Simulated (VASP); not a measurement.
The system is In.

```
In
1.0
    -1.88253    1.88253    1.88253
     1.88253   -1.88253    1.88253
     1.88253    1.88253   -1.88253
In
1
Direct
  0.00000 0.00000 0.00000
```

This isn't the form of In at room conditions, which is tetragonal.

Program: VASP 6.6.1. Alike in all runs: task single point; potentials or basis VASP PAW PBE potentials, release 64 (In_d); cell as given.

Task: Order these runs on this cell by their pressure, lowest first.
A. level PBE0; spin non-collinear, zero start, SOC; k mesh 4 × 4 × 4; cutoff (eV) 520; smearing fermi-dirac 0.05 eV; grid for exact exchange (PRECFOCK) Normal; share of exact exchange 0.25
B. level HF; spin off; k mesh 5 × 5 × 5; cutoff (eV) 520; smearing fermi-dirac 0.05 eV; grid for exact exchange (PRECFOCK) Normal; share of exact exchange 1
C. level r2SCAN+D3(BJ); spin off; k mesh 10 × 10 × 10, shifted; cutoff (eV) 550; smearing gaussian 0.01 eV

Result: C (-0.4 GPa), A (1.8 GPa), B (5.3 GPa).

Caveats: some runs use coarse meshes; the PAW data sets were made with another functional, which shifts forces and pressure a little; a moment this small can come from the mesh or the smearing (at least some runs).
